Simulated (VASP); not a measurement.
Runs of VASP 6.6.1 on Pd. The structure is that of space group Fm-3m (No. 225), or close to it. The cells are those of the table. 

```tsv
cell	gap on the mesh (eV)	pressure (GPa)
a = 2.640 Å, angles 60.0°, 1 atom	none	42.2
a = 2.530 Å, angles 60.0°, 1 atom	none	(a)
a = 2.971 Å, angles 60.0°, 1 atom	none	(b)
a = 2.696, b = 2.696, c = 2.751 Å, angles 59.3, 59.3, 61.3°, 1 atom	none	16.8
a = 2.696, b = 2.696, c = 2.640 Å, angles 60.7, 60.7, 58.6°, 1 atom	none	28.4
```

Alike in all rows: task single point; level PBE; potentials or basis VASP PAW PBE potentials, release 64 (Pd); no spin polarisation; k mesh 20 × 20 × 20; cutoff (eV) 520; smearing gaussian 0.15 eV.

Problem. Fill in the values left out.

Solution. (a) 106.5; (b) -18.7.

A k mesh can miss the band edges, and the runs leave out spin-orbit coupling on Pd.

A gap of «none» marks levels without a gap at the run's occupations.
